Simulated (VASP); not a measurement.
# CdTe (d3) (F-43m) in VASP: further runs, part 2 of 2

VASP 6.6.1. The steps go on from the part before.

### 3 Relaxation of cell and atoms, PBEsol+D3(BJ), target pressure 0.48 GPa, at which the enthalpy is minimised

This run uses another cell than the first one, of 32.12 Å³/atom, 1.015 times its volume.

INCAR

```
SYSTEM = CdTe
PREC = Accurate ; ENCUT = 500
EDIFF = 1E-7 ; ISMEAR = 0
SIGMA = 0.02 ; LREAL = .False.
LASPH = .True. ; NELM = 120
ALGO = Normal ; ISIF = 3
LWAVE = .False. ; LCHARG = .False.
GGA = PS ; IVDW = 12
IBRION = 2 ; NSW = 70
EDIFFG = -0.004 ; PSTRESS = 4.8
GGA_COMPAT = .False. ; NELMIN = 4
```

KPOINTS

```
regular mesh
0
Gamma
  10 10 10
  0 0 0
```

POSCAR

```
CdTe
1.0
    0.0000000000      3.1787301945      3.1787301945
    3.1787301945      0.0000000000      3.1787301945
    3.1787301945      3.1787301945      0.0000000000
Cd Te
1 1
Direct
    0.0000000000      0.0000000000      0.0000000000
    0.2500000000      0.2500000000      0.2500000000
```

Potentials or basis: VASP PAW PBE potentials, release 64 (Cd, Te).

Started as:

```sh
$ cat potpaw_PBE.64/Cd/POTCAR potpaw_PBE.64/Te/POTCAR > POTCAR
$ mpirun -np 1 vasp_std > vasp.out
```

OUTCAR:

```text
SYSTEM = CdTe
   PREC = Accurate
   ENCUT = 500
   EDIFF = 1E-7
   ISMEAR = 0
   LREAL = .False.
   LASPH = .True.
   NELM = 120
   ISIF = 3
   GGA = PS
   IVDW = 12
   IBRION = 2
   NSW = 70
   EDIFFG = -0.004
   PSTRESS = 4.8
   NELMIN = 4
 IVDW          = 12

 ion  position               nearest neighbor table
   1  0.000  0.000  0.000-   2 2.75   2 2.75   2 2.75   2 2.75
   2  0.250  0.250  0.250-   1 2.75   1 2.75   1 2.75   1 2.75

  LATTYP: Found a face centered cubic cell.
 ALAT       =     6.3574603890

  Lattice vectors:

 A1 = (   0.0000000000,   3.1787301945,   3.1787301945)
 A2 = (   3.1787301945,   0.0000000000,   3.1787301945)
 A3 = (   3.1787301945,   3.1787301945,   0.0000000000)

Analysis of symmetry for initial positions (statically):
=====================================================================
 Subroutine PRICEL returns:
 Original cell was already a primitive cell.

 Routine SETGRP: Setting up the symmetry group for a
[... 260 lines left out ...]
  free energy    TOTEN  =        -5.46955797 eV

  energy without entropy =       -5.46955797  energy(sigma->0) =       -5.46955797

 E-fermi :   2.7146     XC(G=0):  -8.9595

 val. band max:        2.5821997992   @ k =   0.0000   0.0000   0.0000
 cond. band min:       3.3640358201   @ k =   0.0000   0.0000   0.0000
 fundamental gap:      0.7818360210
 Fermi energy:         2.7145993027

 k-point     1 :       0.0000    0.0000    0.0000
  band No.  band energies     occupation
      1      -8.8684      2.00000
      2      -5.8218      2.00000
      3      -5.8218      2.00000
      4      -5.8218      2.00000
      5      -5.5256      2.00000
      6      -5.5256      2.00000
      7       2.5822      2.00000
      8       2.5822      2.00000
      9       2.5822      2.00000
     10       3.3640      0.00000
     11       7.0971      0.00000
     12       7.0971      0.00000
     13       7.0971      0.00000
[... 354 lines left out ...]
  band No.  band energies     occupation
      1      -8.3965      2.00000
      2      -5.6929      2.00000
      3      -5.6810      2.00000
      4      -5.6209      2.00000
      5      -5.4998      2.00000
      6      -5.2614      2.00000
      7      -1.2766      2.00000
      8       0.7294      2.00000
      9       0.9245      2.00000
     10       5.3133      0.00000
     11       5.8375      0.00000
     12       9.3218      0.00000
     13      10.0777      0.00000

 [... further k-points ...]

------------------------ aborting loop because EDIFF is reached ----------------------------------------

 Edisp (eV)   -0.69811

 E8    (eV) :    -0.4735
[... 29 lines left out ...]
  energy  without entropy=       -6.1676694741  energy(sigma->0) =       -6.16766947

  enthalpy is  TOTEN    =        -5.9717416723 eV   P V=        0.1959278018

 reached required accuracy - stopping structural energy minimisation
```

OSZICAR:

```text
N       E                     dE             d eps       ncg     rms          rms(c)
DAV:   1     0.100295223824E+03    0.10030E+03   -0.83627E+03  1222   0.118E+03
[... 28 lines left out ...]
DAV:   2    -0.547075088248E+01    0.10575E-01   -0.29225E-02  1342   0.277E+00    0.261E-01
DAV:   3    -0.546970977607E+01    0.10411E-02   -0.25930E-03  1282   0.556E-01    0.214E-01
DAV:   4    -0.546956282049E+01    0.14696E-03   -0.29806E-04  1332   0.149E-01    0.390E-02
DAV:   5    -0.546955675887E+01    0.60616E-05   -0.31522E-05  1317   0.769E-02    0.295E-02
DAV:   6    -0.546955826126E+01   -0.15024E-05   -0.86883E-06  1270   0.313E-02    0.839E-03
DAV:   7    -0.546955790902E+01    0.35224E-06   -0.93157E-07  1412   0.129E-02    0.193E-03
DAV:   8    -0.546955797401E+01   -0.64996E-07   -0.10586E-07   936   0.295E-03
   3 F= -.59717417E+01 E0= -.59717417E+01  d E =-.322976E-02
```

Run time: 2.6 min. Hardware: 1 thread of Intel Xeon 8259CL, shared host; peak memory 0.25 GiB.

What came out:

```
Free energy                                            : -6.1677 eV
Relaxed volume                                         : 32.70 Å³/atom
Relaxed cell                                           : a = 4.522 Å, b = 4.522 Å, c = 4.522 Å, α = 60.00°, β = 60.00°, γ = 60.00°
Space group after relaxing (to 0.05 Å)                 : F-43m (No. 216)
Energy change on relaxing (the enthalpy is what falls) : -3.4 meV/atom
Ionic steps                                            : 3
Pressure after relaxing                                : 0.5 GPa
Band gap on the k mesh                                 : 0.78 eV, direct
Dispersion energy per atom                             : -0.349 eV
```

The path:
| step | energy change (eV) | largest force (eV/Å) | pressure (GPa) | volume (Å³) |
| --- | --- | --- | --- | --- |
| 1 | 0.0000 | 0.0000 | 1.39 | 64.24 |
| 2 | -0.0077 | 0.0000 | 0.08 | 65.94 |
| 3 | -0.0067 | 0.0000 | 0.48 | 65.40 |

Final structure:
```yaml
crystal:
  lattice:
    - [0.00000, 3.19775, 3.19775]
    - [3.19775, 0.00000, 3.19775]
    - [3.19775, 3.19775, 0.00000]
  atoms:
    - { symbol: Cd, position: [0.00000, 0.00000, 0.00000] }
    - { symbol: Te, position: [0.25000, 0.25000, 0.25000] }
```

Caveat: the cell is relaxed towards a set pressure, so the enthalpy falls and the energy may rise; the PAW data sets were made with another functional, which shifts forces and pressure a little; spin-orbit coupling is left out, which moves the levels of the heavy elements. Zero-point motion and thermal expansion aren't in these numbers.

### 4 Relaxation of cell and atoms, PBEsol+D3(BJ), target pressure 1e-06 GPa, at which the enthalpy is minimised

This run uses another cell than the first one, of 32.58 Å³/atom, 1.030 times its volume.

INCAR

```
PREC     = Accurate       # precision mode
ENCUT    = 500            # plane-wave cutoff, eV
EDIFF    = 1E-7           # SCF threshold, eV
ISMEAR   = 0              # smearing method
SIGMA    = 0.02           # smearing width, eV
LREAL    = False          # projectors in reciprocal space
LASPH    = True           # aspherical terms in the spheres
NELM     = 120            # most SCF steps
ALGO     = Normal         # electronic algorithm
ISIF     = 3              # what is computed and relaxed
LWAVE    = False          # write WAVECAR
LCHARG   = False          # write CHGCAR
GGA      = PS             # functional
IVDW     = 12             # dispersion correction
IBRION   = 2              # ionic algorithm
NSW      = 70             # ionic steps
EDIFFG   = -0.004         # ionic threshold
PSTRESS  = 9.999999999999999e-06
GGA_COMPAT= False        
NELMIN   = 4
```

KPOINTS

```
regular mesh
0
Gamma
  10 10 10
```

POSCAR

```
CdTe
1.0
    0.0000000000      3.1939153672      3.1939153672
    3.1939153672      0.0000000000      3.1939153672
    3.1939153672      3.1939153672      0.0000000000
Cd Te
1 1
Direct
    0.0000000000      0.0000000000      0.0000000000
    0.2500000000      0.2500000000      0.2500000000
```

Potentials or basis: VASP PAW PBE potentials, release 64 (Cd, Te).

Started as:

```sh
$ cat potpaw_PBE.64/Cd/POTCAR potpaw_PBE.64/Te/POTCAR > POTCAR
$ mpirun -np 1 vasp_std > vasp.out
```

OUTCAR:

```text
PREC = Accurate
   ENCUT = 500
   EDIFF = 1E-7
   ISMEAR = 0
   LREAL = False
   LASPH = True
   NELM = 120
   ISIF = 3
   GGA = PS
   IVDW = 12
   IBRION = 2
   NSW = 70
   EDIFFG = -0.004
   PSTRESS = 9.999999999999999e-06
   NELMIN = 4
 IVDW          = 12

 ion  position               nearest neighbor table
   1  0.000  0.000  0.000-   2 2.77   2 2.77   2 2.77   2 2.77
   2  0.250  0.250  0.250-   1 2.77   1 2.77   1 2.77   1 2.77

  LATTYP: Found a face centered cubic cell.
 ALAT       =     6.3878307344

  Lattice vectors:

 A1 = (   0.0000000000,   3.1939153672,   3.1939153672)
 A2 = (   3.1939153672,   0.0000000000,   3.1939153672)
 A3 = (   3.1939153672,   3.1939153672,   0.0000000000)

Analysis of symmetry for initial positions (statically):
=====================================================================
 Subroutine PRICEL returns:
[... 261 lines left out ...]
  ext. energy  EPLUGINS =         0.00000000
  ---------------------------------------------------
  free energy    TOTEN  =        -5.47766041 eV

  energy without entropy =       -5.47766041  energy(sigma->0) =       -5.47766041

 E-fermi :   2.6164     XC(G=0):  -8.9139

 val. band max:        2.4854051796   @ k =   0.0000   0.0000   0.0000
 cond. band min:       3.2365625338   @ k =   0.0000   0.0000   0.0000
 fundamental gap:      0.7511573542
 Fermi energy:         2.6164305798

 k-point     1 :       0.0000    0.0000    0.0000
  band No.  band energies     occupation
      1      -8.9027      2.00000
      2      -5.8788      2.00000
      3      -5.8788      2.00000
      4      -5.8788      2.00000
      5      -5.5907      2.00000
      6      -5.5907      2.00000
      7       2.4854      2.00000
      8       2.4854      2.00000
      9       2.4854      2.00000
     10       3.2366      0.00000
     11       7.0090      0.00000
     12       7.0090      0.00000
     13       7.0090      0.00000
[... 354 lines left out ...]
  band No.  band energies     occupation
      1      -8.4416      2.00000
      2      -5.7533      2.00000
      3      -5.7421      2.00000
      4      -5.6821      2.00000
      5      -5.5657      2.00000
      6      -5.3301      2.00000
      7      -1.3365      2.00000
      8       0.6667      2.00000
      9       0.8586      2.00000
     10       5.2291      0.00000
     11       5.7398      0.00000
     12       9.2021      0.00000
     13       9.9554      0.00000

 [... further k-points ...]

------------------------ aborting loop because EDIFF is reached ----------------------------------------

 Edisp (eV)   -0.69104

 E8    (eV) :    -0.4687
[... 29 lines left out ...]
  energy  without entropy=       -6.1687043081  energy(sigma->0) =       -6.16870431

  enthalpy is  TOTEN    =        -6.1687038957 eV   P V=        0.0000004124

 reached required accuracy - stopping structural energy minimisation
```

OSZICAR:

```text
N       E                     dE             d eps       ncg     rms          rms(c)
DAV:   1     0.995406823406E+02    0.99541E+02   -0.83144E+03  1238   0.117E+03
[... 26 lines left out ...]
DAV:   2    -0.547821442002E+01    0.48979E-02   -0.13479E-02  1332   0.187E+00    0.178E-01
DAV:   3    -0.547772865038E+01    0.48577E-03   -0.12128E-03  1282   0.381E-01    0.147E-01
DAV:   4    -0.547766212296E+01    0.66527E-04   -0.13710E-04  1327   0.100E-01    0.269E-02
DAV:   5    -0.547765964598E+01    0.24770E-05   -0.14708E-05  1317   0.523E-02    0.201E-02
DAV:   6    -0.547766056930E+01   -0.92332E-06   -0.39752E-06  1275   0.211E-02    0.558E-03
DAV:   7    -0.547766037675E+01    0.19256E-06   -0.45662E-07  1377   0.908E-03    0.129E-03
DAV:   8    -0.547766040610E+01   -0.29350E-07   -0.52033E-08   876   0.213E-03
   3 F= -.61687039E+01 E0= -.61687039E+01  d E =-.183822E-02
```

Run time: 2.5 min. Hardware: 1 thread of Intel Xeon 8259CL, shared host; peak memory 0.25 GiB.

Results:

```yaml
Free_energy: -6.1687 eV
Relaxed_volume: 33.03 Å³/atom
Relaxed_cell: a = 4.538 Å, b = 4.538 Å, c = 4.538 Å, α = 60.00°, β = 60.00°, γ = 60.00°
Space_group_after_relaxing_to_0.05_Å: F-43m (No. 216)
Energy_change_on_relaxing_the_enthalpy_is_what_falls: -0.9 meV/atom
Ionic_steps: 3
Pressure_after_relaxing: 0.0 GPa
Band_gap_on_the_k_mesh: 0.75 eV, direct
Dispersion_energy_per_atom: -0.346 eV
```

The path:
| step | energy change (eV) | largest force (eV/Å) | pressure (GPa) | volume (Å³) |
| --- | --- | --- | --- | --- |
| 1 | 0.0000 | 0.0000 | 0.66 | 65.16 |
| 2 | -0.0015 | 0.0000 | -0.26 | 66.44 |
| 3 | -0.0018 | 0.0000 | 0.00 | 66.07 |

Final structure:
```
CELL_PARAMETERS angstrom
0.00000 3.20862 3.20862
3.20862 0.00000 3.20862
3.20862 3.20862 0.00000
ATOMIC_POSITIONS crystal
Cd 0.00000 0.00000 0.00000
Te 0.25000 0.25000 0.25000
```

Levels at points of the mesh, in eV from the valence-band top:
```tsv
k point	band 5	band 6	band 7	band 8	band 9	band 10	band 11	band 12	band 13
(0.00, 0.00, 0.00)	-8.08	-8.08	0.00	0.00	0.00	0.75	4.52	4.52	4.52
(0.50, 0.00, 0.00)	-8.07	-7.71	-4.65	-0.83	-0.83	1.76	5.12	5.12	6.95
(0.50, 0.50, 0.00)	-8.04	-7.56	-4.50	-1.99	-1.99	2.42	2.59	8.89	9.22
```

Caveat: the cell is relaxed towards a set pressure, so the enthalpy falls and the energy may rise; the PAW data sets were made with another functional, which shifts forces and pressure a little; spin-orbit coupling is left out, which moves the levels of the heavy elements.

### 5 Overview

```csv
cell,gap on the mesh (eV),pressure (GPa)
"relaxed to 3 GPa from a = 4.473 Å, angles 60.0°, 2 atoms",0.92,3.0
"relaxed to 0.48 GPa from a = 4.495 Å, angles 60.0°, 2 atoms",0.78,0.5
"relaxed to 1e-06 GPa from a = 4.517 Å, angles 60.0°, 2 atoms",0.75,0.0
```

Alike in all rows: task relaxation of cell and atoms; level PBEsol+D3(BJ); potentials or basis VASP PAW PBE potentials, release 64 (Cd, Te); no spin polarisation; k mesh 10 × 10 × 10; cutoff (eV) 500; smearing gaussian 0.02 eV.

Caveats: the cell is relaxed towards a set pressure, so the enthalpy falls and the energy may rise; the PAW data sets were made with another functional, which shifts forces and pressure a little; spin-orbit coupling is left out, which moves the levels of the heavy elements.

Absolute energies hang on the potentials; compare differences alone.
